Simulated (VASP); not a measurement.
Runs of VASP 6.6.1 on W. The structure is that of space group I4/mmm (No. 139), or close to it. The cells are those of the table. 

```csv
cell,further INCAR settings,gap on the mesh (eV),pressure (GPa)
"a = 2.694, b = 2.694, c = 3.225 Å, angles 53.2, 53.2, 73.5°, 1 atom",ALGO = Fast; EDIFF = 1e-06; NBANDS = 13,none,(b)
"a = 2.769, b = 2.769, c = 2.907 Å, angles 58.3, 58.3, 63.3°, 1 atom",ALGO = Fast; EDIFF = 1e-07; NBANDS = 13,none,(a)
"a = 2.691, b = 2.691, c = 3.011 Å, angles 56.0, 56.0, 68.0°, 1 atom",ALGO = Fast; EDIFF = 1e-07; NBANDS = 13,none,15.0
"a = 2.739, b = 2.739, c = 2.876 Å, angles 58.3, 58.3, 63.3°, 1 atom",ALGO = Fast; EDIFF = 1e-06; NBANDS = 13,none,12.6
"a = 2.915, b = 2.915, c = 2.683 Å, angles 62.6, 62.6, 54.8°, 1 atom",ALGO = Fast; EDIFF = 1e-07; NBANDS = 13,none,-2.3
"a = 2.835, b = 2.835, c = 2.685 Å, angles 61.7, 61.7, 56.5°, 1 atom",ALGO = Fast; EDIFF = 1e-06; NBANDS = 13,none,13.4
"a = 2.739, b = 2.739, c = 3.278 Å, angles 53.2, 53.2, 73.5°, 1 atom",ALGO = Fast; EDIFF = 1e-07; NBANDS = 13,none,-1.4
"a = 2.709, b = 2.709, c = 3.243 Å, angles 53.2, 53.2, 73.5°, 1 atom",ALGO = Fast; EDIFF = 1e-06; NBANDS = 13,none,(c)
```

Alike in all rows: task single point; level LDA; potentials or basis VASP PAW LDA potentials, release 64 (W_sv); no spin polarisation; k mesh 22 × 22 × 22; cutoff (eV) 520; smearing gaussian 0.15 eV.

Problem. Estimate the missing entries.

Solution. (a) 1.4; (b) 16.3; (c) 9.9.

Caveats: spin-orbit coupling is left out, which moves the levels of the heavy elements; the cell stands under pressure (at least some runs).

A k mesh can miss the band edges, and the runs leave out spin-orbit coupling on W.

A gap of «none» marks levels without a gap at the run's occupations.
